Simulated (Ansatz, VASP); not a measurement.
This is a calculation of Te2Mo for Ansatz 0.2.0.

File input.yaml:

```yaml
crystal:
  lattice:
    - [3.5182, 0.0, 0.0]
    - [-1.7591, 3.0468505756, 0.0]
    - [0.0, 0.0, 13.9736]
  atoms:
    - { symbol: Te, position: [0.682211, 0.350044, 0.379408] }
    - { symbol: Te, position: [0.332617, 0.66864, 0.880128] }
    - { symbol: Te, position: [0.675769, 0.341414, 0.123843] }
    - { symbol: Te, position: [0.34483, 0.674958, 0.623041] }
    - { symbol: Mo, position: [0.652829, 0.31865, 0.748888] }
    - { symbol: Mo, position: [0.319474, 0.656701, 0.252474] }
kpoints:
  mp_grid: { grid: [9, 9, 2] }
scf:
  occupations: { method: fermi_dirac, width: 0.05 }
hamiltonian:
  xc: pbesol
  pseudopotentials: { kind: all_electron, lapw: { basis_error: 0.001 } }
output:
  forces: true
  stress: true
  eigenvalues: true
  populations: true
```

Potentials or basis: all-electron LAPW, scalar-relativistic.

Run with:

```sh
$ ansatz run input.yaml --threads 4 --pin off --max-ram 12288MiB --backend cpu --events-out ev --progress --plain --runs-dir out
```

Problem. Translate it to VASP 6.6.1. Potentials there: VASP PAW PBE potentials, release 64 (Te, Mo_sv).

Solution. As run (the cutoff follows the program's own potentials):

INCAR

```
PREC = Accurate
ENCUT = 520
EDIFF = 1E-7
ISMEAR = -1
SIGMA = 0.05
LREAL = F
LASPH = T
NELM = 60
ALGO = Normal
ISIF = 2
LWAVE = F
LCHARG = F
GGA = PS
NBANDS = 35
```

Contents of KPOINTS:

```
Automatic mesh
0
Gamma
  9 9 2
```

POSCAR

```
Te2Mo
1.0
    3.5182000000      0.0000000000      0.0000000000
   -1.7591000000      3.0468505756      0.0000000000
    0.0000000000      0.0000000000     13.9736000000
Te Mo
4 2
Direct
    0.6822110000      0.3500440000      0.3794080000
    0.3326170000      0.6686400000      0.8801280000
    0.6757690000      0.3414140000      0.1238430000
    0.3448300000      0.6749580000      0.6230410000
    0.6528290000      0.3186500000      0.7488880000
    0.3194740000      0.6567010000      0.2524740000
```

Potentials or basis: VASP PAW PBE potentials, release 64 (Te, Mo_sv).

Run with:

```sh
$ cat potpaw_PBE.64/Te/POTCAR potpaw_PBE.64/Mo_sv/POTCAR > POTCAR
$ mpirun -np 1 vasp_std > vasp.out
```

Both were run:

|  | VASP | Ansatz | Ansatz less VASP |
| --- | --- | --- | --- |
| gap on the k mesh at the Fermi level (eV) | 0.72 | 0.73 | +0.009 |
| least direct gap on the mesh (eV) | 1.01 | 1.02 | +0.002 |
| pressure (GPa) | 0.0 | -0.1 | -0.12 |
| traceless stress, the component that is largest in VASP (GPa) | 1.18 | 1.10 | -0.077 |
| rms of the force components (eV/Å) | 0.544 | 0.541 | -0.0028 |

VASP's potentials were made for PBE, not for PBEsol. Atom by atom the forces differ by 0.014 eV/Å (rms over components). Ansatz ran all-electron here, and VASP with PAW potentials.

Neither program's run includes spin-orbit coupling.
